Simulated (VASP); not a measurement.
Wanted: the native input for a VASP 6.6.1 run.

| Quantity | Value |
| --- | --- |
| Task | single point |
| Functional | PBEsol |
| Potentials or basis | VASP PAW PBE potentials, release 64 (Cu, I) |
| Cutoff | 520 eV |
| k mesh | 6 × 6 × 4 |
| Occupations | gaussian, width 0.01 eV |
| Spin | no spin polarisation |
| Dipole correction | no |
| Further INCAR settings | ALGO = Normal; EDIFF = 1e-06; NBANDS = 26 |

The structure of CuI lies in POSCAR:

```
CuI
1.0
    3.9890925193      0.0000000000      0.0000000000
    0.0000000000      3.9890925193      0.0000000000
    0.0000000000      0.0000000000      5.6031137213
Cu I
2 2
Direct
    0.0000000000      0.0000000000      0.0000000000
    0.5000000000      0.5000000000      0.0000000000
    0.0000000000      0.5000000000      0.2913000000
    0.5000000000      0.0000000000      0.7087000000
```

The input as run:

INCAR

```
SYSTEM = CuI
  ALGO = Normal
  EDIFF = 1E-6
  ENCUT = 520
  GGA = PS
  ISIF = 2
  ISMEAR = 0
  LASPH = .True.
  LCHARG = .False.
  LREAL = .False.
  LWAVE = .False.
  NBANDS = 26
  NELM = 100
  PREC = Accurate
  SIGMA = 0.01
```

KPOINTS

```
k-points
0
Gamma
  6 6 4
  0 0 0
```

Potentials or basis: VASP PAW PBE potentials, release 64 (Cu, I).

The run is started by

```sh
$ cat potpaw_PBE.64/Cu/POTCAR potpaw_PBE.64/I/POTCAR > POTCAR
$ mpirun -np 1 vasp_std > vasp.out
```

It gave:

```json
{"Pressure": "4.7 GPa", "Largest force": "0.159 eV/Å", "Band gap on the k mesh": "1.51 eV"}
```

Caveat: the cell stands under pressure; the PAW data sets were made with another functional, which shifts forces and pressure a little; spin-orbit coupling is left out, which moves the levels of the heavy elements.

Run time: 110 s on 1 thread of Intel Xeon 8259CL (shared host), peak memory 0.22 GiB.
